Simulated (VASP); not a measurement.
# W4N (P1) in VASP: single point with PBE

Aim: the single point of W4N with PBE.

Program: VASP 6.6.1. These are calculated values, not measurements. Logs are shortened: lines on timing, memory, paths and dates and some standing lists are left out, and cuts for length are marked.

## (1) The cell of the first run

The typed cell holds 10 atoms: a = 4.229 Å, b = 4.895 Å, c = 7.651 Å, α = 86.38°, β = 74.31°, γ = 64.49°.

## (2) Single point, PBE

File INCAR:

```
SYSTEM = W4N
ALGO     = Normal         ! electronic algorithm
EDIFF    = 1E-6           ! SCF threshold, eV
ENCUT    = 520            ! plane-wave cutoff, eV
GGA      = PE             ! functional
ISIF     = 2              ! what is computed and relaxed
ISMEAR   = 0              ! smearing method
LASPH    = .TRUE.         ! aspherical terms in the spheres
LCHARG   = .FALSE.        ! write CHGCAR
LREAL    = .FALSE.        ! projectors in reciprocal space
LWAVE    = .FALSE.        ! write WAVECAR
NBANDS   = 72             ! bands
NELM     = 60             ! most SCF steps
PREC     = Accurate       ! precision mode
SIGMA    = 0.1            ! smearing width, eV
```

File KPOINTS:

```
k-points
0
G
  6 4 4
  0 0 0
```

File POSCAR:

```
W4N
1.0
    4.2287799091      0.0000000000      0.0000000000
    2.1086042581      4.4179750391      0.0000000000
    2.0686662845     -0.4522999913      7.3521733405
W N
8 2
Direct
    0.5918601338      0.3038492386      0.3022707440
    0.1068322611      0.7933300511      0.7938794421
    0.3495728592      0.0515958147      0.0494665677
    0.8475608707      0.5479141399      0.5505879036
    0.9844380992      0.6491452837      0.1818176534
    0.4880886947      0.1462653213      0.6831113795
    0.7204851531      0.4478864595      0.9149881171
    0.2210124823      0.9515436943      0.4145041725
    0.3332897456      0.5599287375      0.5622669270
    0.8568596999      0.0485412594      0.0471070930
```

Potentials or basis: VASP PAW PBE potentials, release 64 (W_sv, N).

The run is started by

```sh
$ cat potpaw_PBE.64/W_sv/POTCAR potpaw_PBE.64/N/POTCAR > POTCAR
$ mpirun -np 1 vasp_std > vasp.out
```

OUTCAR:

```text
SYSTEM = W4N
   EDIFF = 1E-6
   ENCUT = 520
   GGA = PE
   ISIF = 2
   ISMEAR = 0
   LASPH = .TRUE.
   LREAL = .FALSE.
   NELM = 60
   PREC = Accurate

 ion  position               nearest neighbor table
   1  0.592  0.304  0.302-  10 2.13   9 2.16   8 2.75   5 2.77   5 2.80   8 2.81   8 2.93   6 2.93
                             4 2.95   4 2.96   7 2.96   3 2.96   5 2.97   3 3.01
   2  0.107  0.793  0.794-   9 1.94  10 2.12   6 2.77   7 2.78   7 2.79   6 2.79   8 2.92   6 2.92
                             4 2.93   4 2.94   5 2.97   7 2.97   3 3.00   3 3.02
   3  0.350  0.052  0.049-  10 2.10  10 2.13   8 2.75   6 2.76   5 2.76   7 2.79   7 2.95   5 2.96
                             1 2.96   7 2.96   5 2.97   2 3.00   1 3.01   2 3.02
   4  0.848  0.548  0.551-   9 2.11   9 2.13   7 2.75   8 2.76   6 2.76   5 2.78   2 2.93   2 2.94
                             6 2.95   1 2.95   8 2.95   1 2.96   6 2.98   8 3.00
   5  0.984  0.649  0.182-  10 2.08   3 2.76   1 2.77   4 2.78   1 2.80   3 2.96   2 2.97   3 2.97
                             7 2.97   1 2.97   8 2.98   8 2.99   7 3.00
   6  0.488  0.146  0.683-   9 2.08   3 2.76   4 2.76   2 2.77   2 2.79   2 2.92   1 2.93   4 2.95
                             7 2.97   8 2.97   4 2.98   7 2.99   8 3.00
   7  0.720  0.448  0.915-  10 2.07   4 2.75   2 2.78   3 2.79   2 2.79   3 2.95   1 2.96   3 2.96
                             6 2.97   5 2.97   2 2.97   6 2.99   5 3.00
   8  0.221  0.952  0.415-   9 2.10   3 2.75   1 2.75   4 2.76   1 2.81   2 2.92   1 2.93   4 2.95
                             6 2.97   5 2.98   5 2.99   6 3.00   4 3.00
   9  0.333  0.560  0.562-   2 1.94   6 2.08   8 2.10   4 2.11   4 2.13   1 2.16
  10  0.857  0.049  0.047-   7 2.07   5 2.08   3 2.10   2 2.12   1 2.13   3 2.13

  Warning from LATTYP: Got some problem with cell dimensions!
  Tried to take original basis but could not verify dimensions!
  LATTYP: Found a triclinic cell.
 ALAT       =     4.8953769378
 B/A-ratio  =     1.8015056237
 C/A-ratio  =     0.8638313173
 COS(alpha) =     0.0045286032
 COS(beta)  =     0.4307337892
 COS(gamma) =     0.5003400805

  Lattice vectors:

 A1 = (  -2.1086042581,  -4.4179750391,   0.0000000000)
 A2 = (  -0.0399379736,  -4.8702750304,   7.3521733405)
 A3 = (  -4.2287799091,   0.0000000000,   0.0000000000)

Analysis of symmetry for initial positions (statically):
=====================================================================
 Subroutine PRICEL returns:
 Original cell was already a primitive cell.

 Routine SETGRP: Setting up the symmetry group for a
 triclinic supercell.

 Subroutine GETGRP returns: Found  1 space group operations
 (whereof  1 operations were pure point group operations)
 out of a pool of  2 trial point group operations.

The static configuration has the point symmetry C_1 .

Analysis of symmetry for dynamics (positions and initial velocities):
=====================================================================
 Subroutine PRICEL returns:
[... 143 lines left out ...]
   IMIX   =      4    mixing-type and parameters
     AMIX     =   0.40;   BMIX     =  1.00
     AMIX_MAG =   1.60;   BMIX_MAG =  1.00
  volume/ion in A,a.u.               =      13.74        92.69
  Fermi-wavevector in a.u.,A,eV,Ry     =   1.573657  2.973781 33.693418  2.476396
  Thomas-Fermi vector in A             =   2.674909
   LORBIT       =      0    0 simple, 1 ext, 2 COOP (PROOUT), +10 PAW based schemes
   GGA     = PE    functional components
   LHFCALC =     F    Hartree Fock is set to
   AEXX    =    0.0000 exact exchange contribution
   IVDW    =     0    specifies the selected vdW correction
   LEPSILON=     F    determine dielectric tensor
   LRPA    =     F    only Hartree local field effects (RPA)
 non-spin polarized calculation
 Gauss-broadening in eV      SIGMA  =   0.10
  energy-cutoff  :      520.00
  volume of cell :      137.36
 maximum number of plane-waves:      3723
   NGX = 15   NGY = 19   NGZ = 29

 number of electron     122.0000005 magnetization

 Free energy of the ion-electron system (eV)
  ---------------------------------------------------
  ext. energy  EPLUGINS =         0.00000000
  ---------------------------------------------------
  free energy    TOTEN  =      -119.64368612 eV

  energy without entropy =     -119.60390842  energy(sigma->0) =     -119.62379727

 E-fermi :  11.3842     XC(G=0): -13.6488

 val. band max:       11.3825822148   @ k =  -0.1667   0.0000   0.2500
 cond. band min:      11.3862193611   @ k =   0.1667   0.2500   0.5000
 fundamental gap:      0.0036371463
 Fermi energy:        11.3842375054

 k-point     1 :       0.0000    0.0000    0.0000
  band No.  band energies     occupation
      1     -62.8436      2.00000
      2     -62.8055      2.00000
      3     -62.7747      2.00000
      4     -62.7400      2.00000
      5     -62.5980      2.00000
      6     -62.5635      2.00000
[... 1789 lines left out ...]
     71      14.0674      0.00000
     72      14.1540      0.00000

 [... further k-points ...]

------------------------ aborting loop because EDIFF is reached ----------------------------------------

  FORCE on cell =-STRESS in cart. coord.  units (eV):
  Direction    XX          YY          ZZ          XY          YZ          ZX
  --------------------------------------------------------------------------------------
  -------------------------------------------------------------------------------------
  Total        1.9757313      6.5264191      7.8982526      0.0732436      0.7001263      0.6652953
  in kB       23.0454074     76.1257286     92.1271264      0.8543311      8.1664423      7.7601646
  external PRESSURE =      63.7660875 kB  Pullay stress =       0.0000000 kB

 VOLUME and BASIS-vectors are now :
 -----------------------------------------------------------------------------
  energy-cutoff  :      520.00
  volume of cell :      137.36
      direct lattice vectors                 reciprocal lattice vectors
     4.228779909  0.000000000  0.000000000     0.236474828 -0.112864338 -0.073479775
     2.108604258  4.417975039  0.000000000     0.000000000  0.226348042  0.013924756
     2.068666284 -0.452299991  7.352173341     0.000000000  0.000000000  0.136014203

 POSITION                                       TOTAL-FORCE (eV/Angst)
 -----------------------------------------------------------------------------------
      3.76884      1.20568      2.22235         0.169283     -0.119659     -0.136554
      3.76686      3.14584      5.83674        -0.023882      1.101349      2.012662
      1.68939      0.20558      0.36369         0.140772     -0.132874     -0.089829
      5.87847      2.17164      4.04802         0.139143      0.025738     -0.138669
      5.90788      2.78567      1.33675        -0.004981      0.404221     -0.185258
      3.78556      0.33723      5.02235        -0.140589      0.265947     -0.098366
      5.88399      1.56490      6.72715        -0.021575     -0.346738      0.233630
      3.79851      4.01642      3.04751        -0.206358     -0.283049      0.246448
      3.75322      2.21944      4.13388         0.167628     -1.220906     -2.660985
      3.82327      0.19315      0.34634        -0.219441      0.305971      0.816921
 -----------------------------------------------------------------------------------
    total drift:                                0.000189      0.000115     -0.000129

  FREE ENERGIE OF THE ION-ELECTRON SYSTEM (eV)
  ---------------------------------------------------
  free  energy   TOTEN  =      -119.6436861218 eV

  energy  without entropy=     -119.6039084212  energy(sigma->0) =     -119.62379727
```

stdout:

```text
POSCAR found type information on POSCAR W N
 POSCAR found :  2 types and      10 ions
 scaLAPACK will be used
 LDA part: xc-table for (Slater+PW92), standard interpolation
 POSCAR, INCAR and KPOINTS ok, starting setup
 FFT: planning ... GRIDC
 FFT: planning ... GRID_SOFT
 FFT: planning ... GRID
 WAVECAR not read
 entering main loop
```

Wall time 16 min (1 thread of Oxide Virtual Turin-like, shared host); peak memory 0.44 GiB.

Results:

- Free energy: -119.6437 eV
- Pressure: 6.4 GPa
- Largest force: 2.932 eV/Å
- Band gap on the k mesh: zero (band 61 reaches 12.01 eV, above the bottom of band 62 at 10.94 eV)

Forces on the atoms (eV/Å):
```
W    0.169 -0.120 -0.137
W   -0.024  1.101  2.013
W    0.141 -0.133 -0.090
W    0.139  0.026 -0.139
W   -0.005  0.404 -0.185
W   -0.141  0.266 -0.098
W   -0.022 -0.347  0.234
W   -0.206 -0.283  0.246
N    0.168 -1.221 -2.661
N   -0.219  0.306  0.817
```

Caveat: spin-orbit coupling is left out, which moves the levels of the heavy elements; forces of over 1 eV/Å act on the atoms, so gaps and moduli don't describe the material at rest.
